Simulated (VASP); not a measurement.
Input of a VASP 6.6.1 run:

File INCAR:

```
  PREC = Accurate
  ENCUT = 520
  EDIFF = 1E-6
  ISMEAR = 0
  SIGMA = 0.1
  LREAL = False
  LASPH = True
  NELM = 100
  ALGO = Normal
  ISIF = 2
  LWAVE = False
  LCHARG = False
  GGA = PE
  NBANDS = 32
```

The input KPOINTS:

```
Automatic mesh
0
Gamma
  4 4 6
```

File POSCAR:

```
Zn
1.0
    2.5911070574     -5.4119906006      0.0000000000
    2.5911070574      5.4119906006      0.0000000000
    0.0000000000      0.0000000000      3.1827458359
Zn
4
Direct
    0.3691655400      0.6308344600      0.5007497100
    0.8691655400      0.1308344600      0.9992502900
    0.1308344600      0.8691655400      0.0007497100
    0.6308344600      0.3691655400      0.4992502900
```

Potentials or basis: VASP PAW PBE potentials, release 64 (Zn).

Run with:

```console
$ cat potpaw_PBE.64/Zn/POTCAR > POTCAR
$ mpirun -np 1 vasp_std > vasp.out
```

Problem. What does it give for the largest force?

Solution. 0.006 eV/Å.

Problem. Estimate the band gap on the k mesh.

Solution. Zero (band 24 reaches 1.62 eV, above the bottom of band 25 at 0.05 eV).

Problem. Estimate the pressure.

Solution. -7.3 GPa.

Forces in eV/Å, atoms in the order of the input:
```
Zn   0.000 -0.006 -0.001
Zn   0.000 -0.006  0.001
Zn   0.000  0.006 -0.001
Zn   0.000  0.006  0.001
```

Caveat: the cell differs from its parent crystal (Hg replaced by Zn, lengths x 0.955, strained).
